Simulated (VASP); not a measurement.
Runs of VASP 6.6.1 on Sb. The structure is that of space group Pm-3m (No. 221), or close to it. The cells are those of the table. 

```csv
cell,gap on the mesh (eV),pressure (GPa)
"a = 3.113, b = 3.160, c = 3.160 Å, 1 atom",none,(b)
"a = 3.223, b = 3.160, c = 3.160 Å, 1 atom",none,-5.6
"a = 3.192, b = 3.160, c = 3.160 Å, 1 atom",none,-5.2
"a = 3.144, b = 3.160, c = 3.160 Å, 1 atom",none,-4.7
"a = 3.097, b = 3.160, c = 3.160 Å, 1 atom",none,(a)
```

Alike in all rows: task single point; level PBEsol; potentials or basis VASP PAW PBE potentials, release 64 (Sb); no spin polarisation; k mesh 16 × 16 × 16; cutoff (eV) 520; smearing gaussian 0.15 eV.

Estimate the missing entries.

(a) -4.0; (b) -4.2.

Caveats: the PAW data sets were made with another functional, which shifts forces and pressure a little; spin-orbit coupling is left out, which moves the levels of the heavy elements.

A k mesh can miss the band edges, and the runs leave out spin-orbit coupling on Sb.

A gap of «none» marks levels without a gap at the run's occupations.
